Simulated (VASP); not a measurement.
Runs of VASP 6.6.1 on Sb. The structure is that of space group Pm-3m (No. 221), or close to it. The cells are those of the table. 

| task | level | potentials or basis | spin | cell | smearing | gap on the mesh (eV) | pressure (GPa) |
| --- | --- | --- | --- | --- | --- | --- | --- |
| electric field gradients | PBEsol | VASP PAW PBE potentials, release 64 (Sb) | non-collinear, zero start, SOC | a = 3.083 Å, 1 atom | fermi-dirac 0.05 eV | - | -1.1 |
| single point | PBEsol | VASP PAW PBE potentials, release 64 (Sb) | off | a = 3.053, b = 3.053, c = 3.145 Å, 1 atom | fermi-dirac 0.05 eV | none | -1.1 |
| single point | LDA | VASP PAW LDA potentials, release 64 (Sb) | off | a = 3.042 Å, 1 atom | fermi-dirac 0.05 eV | none | 0.2 |
| electric field gradients | PBEsol | VASP PAW PBE potentials, release 64 (Sb) | off | a = 3.063 Å, 1 atom | fermi-dirac 0.05 eV | none | (c) |
| single point | PBEsol | VASP PAW PBE potentials, release 64 (Sb) | off | a = 3.083 Å, 1 atom | tetrahedron | none | (b) |
| single point | PBE | VASP PAW PBE potentials, release 64 (Sb) | off | a = 3.083 Å, 1 atom | fermi-dirac 0.05 eV | none | 1.5 |
| single point | PBEsol | VASP PAW PBE potentials, release 64 (Sb) | off | a = 3.083 Å, 1 atom | fermi-dirac 0.28 eV | none | -0.7 |
| single point | PBEsol | VASP PAW PBE potentials, release 64 (Sb) | off | a = 3.083 Å, 1 atom | fermi-dirac 0.01 eV | none | -1.0 |
| single point | PBEsol | VASP PAW PBE potentials, release 64 (Sb) | off | a = 3.021 Å, 1 atom | fermi-dirac 0.05 eV | none | 2.8 |
| single point | PBEsol | VASP PAW PBE potentials, release 64 (Sb) | off | a = 3.104 Å, 1 atom | fermi-dirac 0.05 eV | none | -2.2 |
| electric field gradients | PBEsol | VASP PAW PBE potentials, release 64 (Sb) | off | a = 3.083 Å, 1 atom | fermi-dirac 0.05 eV | none | -1.1 |
| single point | PBEsol | VASP PAW PBE potentials, release 64 (Sb) | off | a = 3.144 Å, 1 atom | fermi-dirac 0.05 eV | none | (a) |

Alike in all rows: k mesh 12 × 12 × 12; cutoff (eV) 520.

Estimate the missing entries.

(a) -4.0; (b) -1.5; (c) 0.1.

Caveats: spin-orbit coupling is left out, which moves the levels of the heavy elements (some runs); the PAW data sets were made with another functional, which shifts forces and pressure a little (some runs); tetrahedron occupations give inexact forces and stress in metals (some runs).

A k mesh can miss the band edges, and rows without SOC leave out spin-orbit coupling on Sb.

A gap of «none» marks levels without a gap at the run's occupations.
